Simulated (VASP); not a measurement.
Hf2H:

```
CELL_PARAMETERS angstrom
3.01253 0.00000 0.00000
-1.50626 2.60892 0.00000
0.00000 0.00000 4.84534
ATOMIC_POSITIONS crystal
Hf 0.33333 0.66667 0.25000
Hf 0.66667 0.33333 0.75000
H 0.00000 0.00000 0.00000
```

| Property | Result |
| --- | --- |
| Program | VASP 6.6.1 |
| Task | relaxation of cell and atoms |
| Functional | PBE |
| Potentials or basis | VASP PAW PBE potentials, release 64 (Hf_pv, H) |
| Cutoff | 600 eV |
| k mesh | 6 × 6 × 4 |
| Occupations | gaussian, width 0.1 eV |
| Spin | no spin polarisation |

At the start: pressure 32.7 GPa; volume 12.69 Å³/atom.

Problem. Where does the relaxation end?

Solution. Over 6 steps the energy falls by 259.3 meV/atom and the volume is 15.46 Å³/atom (+21.8 %); space group P-3m1 (No. 164, to 0.05 Å).

The path:
| step | energy change (eV) | largest force (eV/Å) | pressure (GPa) | volume (Å³) |
| --- | --- | --- | --- | --- |
| 1 | 0.0000 | 0.9925 | 32.66 | 38.08 |
| 2 | -0.3803 | 0.1050 | -14.38 | 54.20 |
| 3 | -0.7750 | 0.1306 | -0.41 | 46.61 |
| 4 | -0.7751 | 0.1408 | 0.07 | 46.43 |
| 5 | -0.7777 | 0.0516 | 0.13 | 46.40 |
| 6 | -0.7780 | 0.0054 | 0.17 | 46.39 |

Final structure:
```
CELL_PARAMETERS angstrom
3.22159 0.00000 0.00000
-1.61079 2.78998 0.00000
0.00000 0.00000 5.16079
ATOMIC_POSITIONS crystal
Hf 0.33333 0.66667 0.25766
Hf 0.66667 0.33333 0.74234
H 0.00000 0.00000 0.00000
```

Caveat: the k points lie up to 0.38 Å⁻¹ apart in the final cell; the volume moved by over 15 % at a fixed basis, so the end points are rough.
